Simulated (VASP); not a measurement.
# Sr in VASP: further runs

Sr is run at these levels: r2SCAN; tasks: single point.

Program: VASP 6.6.1. These are calculated values, not measurements. Logs are shortened: lines on timing, memory, paths and dates and some standing lists are left out, and cuts for length are marked.

### 1 The cell of the first run

The cell holds a wire with vacuum, 2 atoms: a = 10.700 Å, b = 9.300 Å, c = 4.155 Å, α = 90.00°, β = 90.00°, γ = 90.00°.

### 2 Single point, r2SCAN, collinear spin, ferromagnetic start

Input file POSCAR:

```
Sr
1.0
   10.7000000000      0.0000000000      0.0000000000
    0.0000000000      9.3000000000      0.0000000000
    0.0000000000      0.0000000000      4.1554313206
Sr
2
Direct
    0.3109916603      0.5000000000      0.0000000000
    0.6890083397      0.5000000000      0.5000000000
```

Input file INCAR.step1:

```
ALGO = Normal
EDIFF = 1E-4
ENCUT = 520
GGA = PE
ISMEAR = 0
ISPIN = 2
LASPH = True
LCHARG = False
LREAL = False
LWAVE = True
MAGMOM = 0.5 0.5
NBANDS = 21
NELM = 150
PREC = Accurate
SIGMA = 0.05
```

Input file INCAR.step2:

```
ALGO = Normal
EDIFF = 1E-6
ENCUT = 520
ISIF = 2
ISMEAR = 0
ISPIN = 2
ISTART = 1
LASPH = True
LCHARG = True
LELF = True
LMIXTAU = True
LORBIT = 11
LREAL = False
LVHAR = True
LWAVE = False
MAGMOM = 0.5 0.5
METAGGA = R2SCAN
NBANDS = 21
NELM = 150
PREC = Accurate
SIGMA = 0.05
```

Input file KPOINTS:

```
k-points
0
Gamma
  1 1 10
```

Potentials or basis: VASP PAW PBE potentials, release 64 (Sr_sv).

Run with:

```console
> cat potpaw_PBE.64/Sr_sv/POTCAR > POTCAR
> cp INCAR.step1 INCAR
> mpirun -np 1 vasp_std > vasp.out
> cp INCAR.step2 INCAR
> mpirun -np 1 vasp_std > vasp.out
```

OUTCAR:

```text
EDIFF = 1E-6
   ENCUT = 520
   ISIF = 2
   ISMEAR = 0
   ISPIN = 2
   ISTART = 1
   LASPH = True
   LORBIT = 11
   LREAL = False
   METAGGA = R2SCAN
   NELM = 150
   PREC = Accurate

 ion  position               nearest neighbor table
   1  0.311  0.500  0.000-   2 4.55   2 4.55
   2  0.689  0.500  0.500-   1 4.55   1 4.55

  LATTYP: Found a simple orthorhombic cell.
 ALAT       =     4.1554313206
 B/A-ratio  =     2.2380348230
 C/A-ratio  =     2.5749432910

  Lattice vectors:

 A1 = (   0.0000000000,   0.0000000000,  -4.1554313206)
 A2 = (   0.0000000000,   9.3000000000,   0.0000000000)
 A3 = (  10.7000000000,   0.0000000000,   0.0000000000)

Analysis of symmetry for initial positions (statically):
=====================================================================
 Subroutine PRICEL returns:
 Original cell was already a primitive cell.

 Routine SETGRP: Setting up the symmetry group for a
 simple orthorhombic supercell.

 Subroutine GETGRP returns: Found  8 space group operations
 (whereof  4 operations were pure point group operations)
 out of a pool of  8 trial point group operations.

The static configuration has the point symmetry C_2v.
 The point group associated with its full space group is D_2h.

Analysis of symmetry for dynamics (positions and initial velocities):
=====================================================================
 Subroutine PRICEL returns:
 Original cell was already a primitive cell.

 Routine SETGRP: Setting up the symmetry group for a
 simple orthorhombic supercell.

 Subroutine GETGRP returns: Found  8 space group operations
 (whereof  4 operations were pure point group operations)
 out of a pool of  8 trial point group operations.

The dynamic configuration has the point symmetry C_2v.
 The point group associated with its full space group is D_2h.

Analysis of structural, dynamic, and magnetic symmetry:
=====================================================================
 Subroutine PRICEL returns:
 Original cell was already a primitive cell.

 Routine SETGRP: Setting up the symmetry group for a
 simple orthorhombic supercell.

 Subroutine GETGRP returns: Found  8 space group operations
 (whereof  4 operations were pure point group operations)
 out of a pool of  8 trial point group operations.

The overall configuration has the point symmetry C_2v.
 The point group associated with its full space group is D_2h.

 Subroutine INISYM returns: Found  8 space group operations
 (whereof  4 operations are pure point group operations),
 and found     1 'primitive' translations

----------------------------------------------------------------------------------------

                                     Primitive cell

  volume of cell :     413.5070

  direct lattice vectors                    reciprocal lattice vectors
    10.700000000  0.000000000  0.000000000     0.093457944  0.000000000  0.000000000
     0.000000000  9.300000000  0.000000000     0.000000000  0.107526882  0.000000000
     0.000000000  0.000000000  4.155431321     0.000000000  0.000000000  0.240648906

  length of vectors
    10.700000000  9.300000000  4.155431321     0.093457944  0.107526882  0.240648906

  position of ions in fractional coordinates (direct lattice)
     0.310991660  0.500000000  0.000000000
     0.689008340  0.500000000  0.500000000

  ion indices of the primitive-cell ions
   primitive index   ion index
                 1           1
                 2           2

----------------------------------------------------------------------------------------

 KPOINTS: k-points

Automatic generation of k-mesh.
 Grid dimensions read from file:
 generate k-points for:    1    1   10

 Generating k-lattice:

  Cartesian coordinates                     Fractional coordinates (reciprocal lattice)
     0.093457944  0.000000000  0.000000000     1.000000000  0.000000000  0.000000000
     0.000000000  0.107526882  0.000000000     0.000000000  1.000000000  0.000000000
     0.000000000  0.000000000  0.024064891     0.000000000  0.000000000  0.100000000

  Length of vectors
     0.093457944  0.107526882  0.024064891

  Shift w.r.t. Gamma in fractional coordinates (k-lattice)
     0.000000000  0.000000000  0.000000000

 Subroutine IBZKPT returns following result:
 ===========================================

 Found      6 irreducible k-points:

 Following reciprocal coordinates:
            Coordinates               Weight
  0.000000  0.000000  0.000000      1.000000
  0.000000  0.000000  0.100000      2.000000
  0.000000  0.000000  0.200000      2.000000
  0.000000  0.000000  0.300000      2.000000
  0.000000  0.000000  0.400000      2.000000
  0.000000  0.000000  0.500000      1.000000
   k-points           NKPTS =      6   k-points in BZ     NKDIM =      6   number of bands    NBANDS=     21
   number of dos      NEDOS =    301   number of ions     NIONS =      2
   total plane-waves  NPLWV = 179200
   dimension x,y,z NGX =    80 NGY =   70 NGZ =   32
   dimension x,y,z NGXF=   160 NGYF=  140 NGZF=   64
   ions per type =               2
   NGX,Y,Z   is equivalent  to a cutoff of  12.43, 12.51, 12.80 a.u.
   NGXF,Y,Z  is equivalent  to a cutoff of  24.86, 25.03, 25.60 a.u.
 SYSTEM =  unknown system
   PREC   = accura    normal or accurate (medium, high low for compatibility)
   ISTART =      1    job   : 0-new  1-cont  2-samecut
   ICHARG =      0    charge: 1-file 2-atom 10-const
   ISPIN  =      2    spin polarized calculation?
   LNONCOLLINEAR =      F non collinear calculations
   LSORBIT =      F    spin-orbit coupling
   LASPH  =      T    aspherical Exc in radial PAW
   ENCUT  =  520.0 eV  38.22 Ry    6.18 a.u.  19.89 17.29  7.73*2*pi/ulx,y,z
   NELM   =    150;   NELMIN=  2; NELMDL=  0     # of ELM steps
   EDIFF  = 0.1E-05   stopping-criterion for ELM
   LREAL  =      F    real-space projection
   EDIFFG = 0.1E-04   stopping-criterion for IOM
   NSW    =      0    number of steps for IOM
   IBRION =     -1    ionic relax: 0-MD 1-quasi-New 2-CG
   NFREE  =      0    steps in history (QN), initial steepest desc. (CG)
   ISIF   =      2    stress and relaxation
   ISYM   =      2    0-nonsym 1-usesym 2-fastsym
   POTIM  = 0.5000    time-step for ionic-motion
   TEBEG  =    0.0;   TEEND  =   0.0 temperature during run
   PSTRESS=    0.0 pullay stress
   NELECT =      20.0000    total number of electrons
   NUPDOWN=      -1.0000    fix difference up-down
   EMIN   =  10.00;   EMAX   =-10.00  energy-range for DOS
   EFERMI =   0.00;   METHOD = LEGACY
   ISMEAR =     0;   SIGMA  =   0.05  broadening in eV -4-tet -1-fermi 0-gaus
   EFERMI_NEDOS =   21; number of points for ismear=-14 and -15
   IALGO  =     38    algorithm
   IMIX   =      4    mixing-type and parameters
     AMIX     =   0.40;   BMIX     =  1.00
     AMIX_MAG =   1.60;   BMIX_MAG =  1.00
  volume/ion in A,a.u.               =     206.75      1395.24
  Fermi-wavevector in a.u.,A,eV,Ry     =   0.596473  1.127170  4.840676  0.355780
  Thomas-Fermi vector in A             =   1.646832
   LORBIT       =     11    0 simple, 1 ext, 2 COOP (PROOUT), +10 PAW based schemes
   METAGGA = R2SCAN    functional components
   LHFCALC =     F    Hartree Fock is set to
   AEXX    =    0.0000 exact exchange contribution
   IVDW    =     0    specifies the selected vdW correction
   LEPSILON=     F    determine dielectric tensor
   LRPA    =     F    only Hartree local field effects (RPA)
 spin polarized calculation
 Gauss-broadening in eV      SIGMA  =   0.05
  energy-cutoff  :      520.00
  volume of cell :      413.51
 maximum number of plane-waves:     11175
 NGX is ok and might be reduce to    80
   NGX = 39   NGY = 35   NGZ = 15

 number of electron      20.0000000 magnetization       0.8006340

 Free energy of the ion-electron system (eV)
  ---------------------------------------------------
  ext. energy  EPLUGINS =         0.00000000
  ---------------------------------------------------
  free energy    TOTEN  =       -27.92034719 eV

  energy without entropy =      -27.91670931  energy(sigma->0) =      -27.91852825

 E-fermi :  -1.2122     XC(G=0):  -3.6827

 val. band max:       -1.2174676963   @ k =   0.0000   0.0000   0.3000
 cond. band min:      -1.0286706879   @ k =   0.0000   0.0000   0.5000
 fundamental gap:      0.1887970083
 Fermi energy:        -1.2122414400

 spin component 1

 k-point     1 :       0.0000    0.0000    0.0000
  band No.  band energies     occupation
      1     -40.4244      1.00000
      2     -40.4223      1.00000
      3     -21.8570      1.00000
      4     -21.8521      1.00000
      5     -21.7486      1.00000
      6     -21.7052      1.00000
[... 13 lines left out ...]
     20       1.6766      0.00000
     21       1.7795      0.00000
[... 97 lines left out ...]
 k-point     6 :       0.0000    0.0000    0.5000
  band No.  band energies     occupation
      1     -40.4167      1.00000
      2     -40.4167      1.00000
      3     -21.8423      1.00000
      4     -21.8423      1.00000
      5     -21.7188      1.00000
      6     -21.7188      1.00000
[... 13 lines left out ...]
     20       1.2061      0.00000
     21       2.2490      0.00000
 Fermi energy:        -1.2122414400

 spin component 2

 k-point     1 :       0.0000    0.0000    0.0000
  band No.  band energies     occupation
      1     -40.3945      1.00000
      2     -40.3929      1.00000
      3     -21.8438      1.00000
      4     -21.8398      1.00000
      5     -21.6984      1.00000
      6     -21.6661      1.00000
[... 13 lines left out ...]
     20       1.8729      0.00000
     21       2.0082      0.00000
[... 97 lines left out ...]
 k-point     6 :       0.0000    0.0000    0.5000
  band No.  band energies     occupation
      1     -40.3865      1.00000
      2     -40.3865      1.00000
      3     -21.8283      1.00000
      4     -21.8283      1.00000
      5     -21.6790      1.00000
      6     -21.6790      1.00000
[... 13 lines left out ...]
     20       1.4948      0.00000
     21       2.4256      0.00000

------------------------ aborting loop because EDIFF is reached ----------------------------------------

  FORCE on cell =-STRESS in cart. coord.  units (eV):
  Direction    XX          YY          ZZ          XY          YZ          ZX
  --------------------------------------------------------------------------------------
  -------------------------------------------------------------------------------------
  Total       -0.4447743     -0.5267444      0.0011850      0.0000000      0.0000000      0.0000000
  in kB       -1.7233259     -2.0409279      0.0045914      0.0000000      0.0000000      0.0000000
  external PRESSURE =      -1.2532208 kB  Pullay stress =       0.0000000 kB

 VOLUME and BASIS-vectors are now :
 -----------------------------------------------------------------------------
  energy-cutoff  :      520.00
  volume of cell :      413.51
      direct lattice vectors                 reciprocal lattice vectors
    10.700000000  0.000000000  0.000000000     0.093457944  0.000000000  0.000000000
     0.000000000  9.300000000  0.000000000     0.000000000  0.107526882  0.000000000
     0.000000000  0.000000000  4.155431321     0.000000000  0.000000000  0.240648906

 POSITION                                       TOTAL-FORCE (eV/Angst)
 -----------------------------------------------------------------------------------
      3.32761      4.65000      0.00000        -0.000406      0.000000      0.000000
      7.37239      4.65000      2.07772         0.000406      0.000000      0.000000
 -----------------------------------------------------------------------------------
    total drift:                                0.000000      0.000000      0.000000

  FREE ENERGIE OF THE ION-ELECTRON SYSTEM (eV)
  ---------------------------------------------------
  free  energy   TOTEN  =       -27.9203471925 eV

  energy  without entropy=      -27.9167093124  energy(sigma->0) =      -27.91852825

 total charge

# of ion       s       p       d       tot
------------------------------------------
    1        2.071   5.788   0.060   7.919
    2        2.071   5.788   0.060   7.919
--------------------------------------------------
tot          4.143  11.576   0.119  15.838

 magnetization (x)

# of ion       s       p       d       tot
------------------------------------------
    1        0.002   0.014   0.017   0.033
    2        0.002   0.014   0.017   0.033
--------------------------------------------------
tot          0.004   0.027   0.034   0.066
```

Wall time 26 min (1 thread of Intel Xeon Platinum 8488C (Sapphire Rapids), shared host); peak memory 0.67 GiB.

Results:

| Property | Result |
| --- | --- |
| Free energy | -27.9203 eV |
| Net moment | 0.80 μB per cell |
| Site moments | Sr +0.03 μB |
| Valence electrons inside the program's atomic spheres | Sr 7.92 |

Levels at points of the mesh, in eV from the Fermi level:
Spin up:
| k point | band 8 | band 9 | band 10 | band 11 | band 12 | band 13 | band 14 | band 15 |
| --- | --- | --- | --- | --- | --- | --- | --- | --- |
| (0.00, 0.00, 0.00) | -20.35 | -2.69 | -1.20 | -0.40 | 0.27 | 0.87 | 1.02 | 1.20 |
| (0.00, 0.00, 0.50) | -20.47 | -0.35 | -0.35 | 0.63 | 0.63 | 0.85 | 0.85 | 1.59 |
Spin down:
```tsv
k point	band 7	band 8	band 9	band 10	band 11	band 12	band 13	band 14
(0.00, 0.00, 0.00)	-20.32	-20.32	-2.28	-1.32	0.40	0.66	0.91	1.28
(0.00, 0.00, 0.50)	-20.45	-20.45	0.18	0.18	0.75	0.75	1.04	1.04
```

Caveat: the PAW data sets were made with another functional, which shifts forces and pressure a little.

### 3 Single point, r2SCAN, collinear spin, ferromagnetic start

This run uses another cell than the first one, of 335.68 Å³/atom, 1.624 times its volume.

Input file POSCAR:

```
Sr
1.0
   10.7000000000      0.0000000000      0.0000000000
    0.0000000000      9.3000000000      0.0000000000
    0.0000000000      0.0000000000      6.7466233368
Sr
2
Direct
    0.4211843068      0.5000000000      0.0000000000
    0.5788156932      0.5000000000      0.5000000000
```

Input file INCAR.step1:

```
PREC = Accurate
ENCUT = 520
ISMEAR = 0
SIGMA = 0.05
LREAL = False
LASPH = True
NELM = 150
ISPIN = 2
MAGMOM = 0.5 0.5
NBANDS = 21
GGA = PE
ALGO = Normal
EDIFF = 1E-4
LWAVE = True
LCHARG = False
```

Input file INCAR.step2:

```
PREC = Accurate
ENCUT = 520
EDIFF = 1E-6
ISMEAR = 0
SIGMA = 0.05
LREAL = False
LASPH = True
NELM = 150
ALGO = Normal
ISIF = 2
LWAVE = False
LCHARG = True
ISPIN = 2
MAGMOM = 0.5 0.5
LORBIT = 11
METAGGA = R2SCAN
LMIXTAU = True
LELF = True
LVHAR = True
NBANDS = 21
ISTART = 1
```

Input file KPOINTS:

```
Automatic mesh
0
Gamma
  1 1 10
```

Potentials or basis: VASP PAW PBE potentials, release 64 (Sr_sv).

Run with:

```console
> cat potpaw_PBE.64/Sr_sv/POTCAR > POTCAR
> cp INCAR.step1 INCAR
> mpirun -np 1 vasp_std > vasp.out
> cp INCAR.step2 INCAR
> mpirun -np 1 vasp_std > vasp.out
```

OUTCAR:

```text
PREC = Accurate
   ENCUT = 520
   EDIFF = 1E-6
   ISMEAR = 0
   LREAL = False
   LASPH = True
   NELM = 150
   ISIF = 2
   ISPIN = 2
   LORBIT = 11
   METAGGA = R2SCAN
   ISTART = 1

 ion  position               nearest neighbor table
   1  0.421  0.500  0.000-   2 3.77   2 3.77
   2  0.579  0.500  0.500-   1 3.77   1 3.77

  LATTYP: Found a simple orthorhombic cell.
 ALAT       =     6.7466233368
 B/A-ratio  =     1.3784673511
 C/A-ratio  =     1.5859785653

  Lattice vectors:

 A1 = (   0.0000000000,   0.0000000000,  -6.7466233368)
 A2 = (   0.0000000000,   9.3000000000,   0.0000000000)
 A3 = (  10.7000000000,   0.0000000000,   0.0000000000)

Analysis of symmetry for initial positions (statically):
=====================================================================
 Subroutine PRICEL returns:
 Original cell was already a primitive cell.

 Routine SETGRP: Setting up the symmetry group for a
 simple orthorhombic supercell.

[... 325 lines left out ...]
      3     -22.3644      1.00000
      4     -22.3262      1.00000
      5     -22.2790      1.00000
      6     -22.2307      1.00000
[... 133 lines left out ...]
     20       0.3235      0.00000
     21       1.7471      0.00000

------------------------ aborting loop because EDIFF is reached ----------------------------------------

  FORCE on cell =-STRESS in cart. coord.  units (eV):
  Direction    XX          YY          ZZ          XY          YZ          ZX
  --------------------------------------------------------------------------------------
  -------------------------------------------------------------------------------------
  Total        0.9521592     -0.5583685      2.0437737      0.0000000      0.0000000      0.0000000
  in kB        2.2723067     -1.3325339      4.8774204      0.0000000      0.0000000      0.0000000
  external PRESSURE =       1.9390644 kB  Pullay stress =       0.0000000 kB

 VOLUME and BASIS-vectors are now :
 -----------------------------------------------------------------------------
  energy-cutoff  :      520.00
  volume of cell :      671.36
      direct lattice vectors                 reciprocal lattice vectors
    10.700000000  0.000000000  0.000000000     0.093457944  0.000000000  0.000000000
     0.000000000  9.300000000  0.000000000     0.000000000  0.107526882  0.000000000
     0.000000000  0.000000000  6.746623337     0.000000000  0.000000000  0.148222296

 POSITION                                       TOTAL-FORCE (eV/Angst)
 -----------------------------------------------------------------------------------
      4.50667      4.65000      0.00000        -0.515255      0.000000      0.000000
      6.19333      4.65000      3.37331         0.515255      0.000000      0.000000
 -----------------------------------------------------------------------------------
    total drift:                                0.000000     -0.000000     -0.000000

  FREE ENERGIE OF THE ION-ELECTRON SYSTEM (eV)
  ---------------------------------------------------
  free  energy   TOTEN  =       -26.9823238652 eV

  energy  without entropy=      -26.9792028947  energy(sigma->0) =      -26.98076338

 total charge

# of ion       s       p       d       tot
------------------------------------------
    1        2.088   5.770   0.085   7.943
    2        2.088   5.770   0.085   7.943
--------------------------------------------------
tot          4.175  11.541   0.171  15.886

 magnetization (x)

# of ion       s       p       d       tot
------------------------------------------
    1       -0.003   0.011   0.035   0.043
    2       -0.003   0.011   0.035   0.043
--------------------------------------------------
tot         -0.006   0.022   0.069   0.085
```

OUTCAR.step1:

```text
PREC = Accurate
   ENCUT = 520
   ISMEAR = 0
   LREAL = False
   LASPH = True
[... 514 lines left out ...]
      4.50667      4.65000      0.00000        -0.564861      0.000000      0.000000
      6.19333      4.65000      3.37331         0.564861      0.000000      0.000000
 -----------------------------------------------------------------------------------
    total drift:                                0.000000     -0.000000     -0.000000

  FREE ENERGIE OF THE ION-ELECTRON SYSTEM (eV)
  ---------------------------------------------------
  free  energy   TOTEN  =        -0.2816928800 eV

  energy  without entropy=       -0.2759610560  energy(sigma->0) =       -0.27882697
```

Run time: 53 min. Hardware: 1 thread of Intel Xeon Platinum 8488C (Sapphire Rapids), shared host; peak memory 1 GiB.

Results:

```yaml
Free_energy: -26.9823 eV
Largest_force: 0.515 eV/Å
Net_moment: 0.80 μB per cell
Site_moments: Sr +0.04 μB
Valence_electrons_inside_the_program's_atomic_spheres: Sr 7.94
```

Forces in eV/Å, atoms in the order of the input:
```
Sr  -0.515  0.000  0.000
Sr   0.515  0.000  0.000
```

Caveat: the PAW data sets were made with another functional, which shifts forces and pressure a little.
